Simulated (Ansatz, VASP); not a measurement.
## One calculation of GaP3, two programs

```
CELL_PARAMETERS angstrom
4.42014 0.00000 0.00000
0.00000 4.42014 0.00000
0.00000 0.00000 3.15028
ATOMIC_POSITIONS crystal
Ga 0.00000 0.00000 0.00000
P 0.00000 0.50000 0.50000
P 0.50000 0.00000 0.50000
P 0.50000 0.50000 0.00000
```

Alike in both runs: functional PBE; k mesh 12 × 12 × 12; occupations gaussian, width 0.1 eV; no spin polarisation.

Ansatz relaxed the structure, and its values are those at the end. VASP's run is a single point on that final structure, the one shown.

|  | VASP | Ansatz |
| --- | --- | --- |
| version | VASP 6.6.1 | Ansatz 0.2.0 |
| potentials or method | VASP PAW PBE potentials, release 64 (Ga_d, P), cutoff 520 eV | scalar-relativistic, plane waves, PAW |
| valence electrons in the cell | 28 | 28 |

|  | VASP | Ansatz | Ansatz less VASP |
| --- | --- | --- | --- |
| gap on the k mesh at the Fermi level (eV) | none | none | - |
| pressure (GPa) | 0.0 | 0.0 | +0.01 |

A gap of «none» marks a metal or a gap that the smearing closes.
